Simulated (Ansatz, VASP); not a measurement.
**Two plane-wave programs on CaO**

File INCAR:

```
SYSTEM = CaO
ALGO = Normal
EDIFF = 1E-6
ENCUT = 520
GGA = PS
ISIF = 2
ISMEAR = 0
LASPH = .TRUE.
LCHARG = .FALSE.
LREAL = .FALSE.
LWAVE = .FALSE.
NBANDS = 24
NELM = 80
PREC = Accurate
SIGMA = 0.05
```

KPOINTS

```
k-points
0
G
  9 9 6
  0 0 0
```

POSCAR

```
CaO
1.0
    3.9919758245      0.0000000000      0.0000000000
   -1.9959879122      3.4571524753      0.0000000000
    0.0000000000      0.0000000000      4.7848400100
Ca O
2 2
Direct
    0.3333333333      0.6666666667      0.7500000000
    0.6666666667      0.3333333333      0.2500000000
    0.2076036685      0.5746261640      0.1559529683
    0.6666666667      0.3333333333      0.7500000000
```

Input for Ansatz:

```yaml
crystal:
  lattice:
    - [3.9919758245, 0.0, 0.0]
    - [-1.9959879122, 3.4571524753, 0.0]
    - [0.0, 0.0, 4.78484001]
  atoms:
    - { symbol: Ca, position: [0.3333333333, 0.6666666667, 0.75] }
    - { symbol: Ca, position: [0.6666666667, 0.3333333333, 0.25] }
    - { symbol: O, position: [0.2076036685, 0.574626164, 0.1559529683] }
    - { symbol: O, position: [0.6666666667, 0.3333333333, 0.75] }
basis:
  ecutwfc: 420
kpoints:
  mp_grid: { grid: [9, 9, 6] }
hamiltonian:
  xc: pbesol
scf:
  occupations: { method: gaussian, width: 0.05 }
output:
  forces: true
  stress: true
  eigenvalues: true
```

Alike in both runs: task single point; functional PBEsol; k mesh 9 × 9 × 6; occupations gaussian, width 0.05 eV; no spin polarisation.

|  | VASP | Ansatz |
| --- | --- | --- |
| version | VASP 6.6.1 | Ansatz 0.2.0 |
| potentials or method | VASP PAW PBE potentials, release 64 (Ca_sv, O), cutoff 520 eV | scalar-relativistic, plane waves, PAW |
| valence electrons in the cell | 32 | 32 |

Ansatz gave:

```
gap on the k mesh at the Fermi level (eV)                     : 2.89
least direct gap on the mesh (eV)                             : 2.89
pressure (GPa)                                                : 5.8
traceless stress, the component that is largest in VASP (GPa) : -6.06
rms of the force components (eV/Å)                            : 1.741
```

Problem. Which values does VASP return?

Solution. gap on the k mesh at the Fermi level (eV): 2.88; least direct gap on the mesh (eV): 2.88; pressure (GPa): 6.5; traceless stress, the component that is largest in VASP (GPa): -6.35; rms of the force components (eV/Å): 1.797.

VASP's potentials were made for PBE, not for PBEsol. Atom by atom the forces differ by 0.064 eV/Å (rms over components).
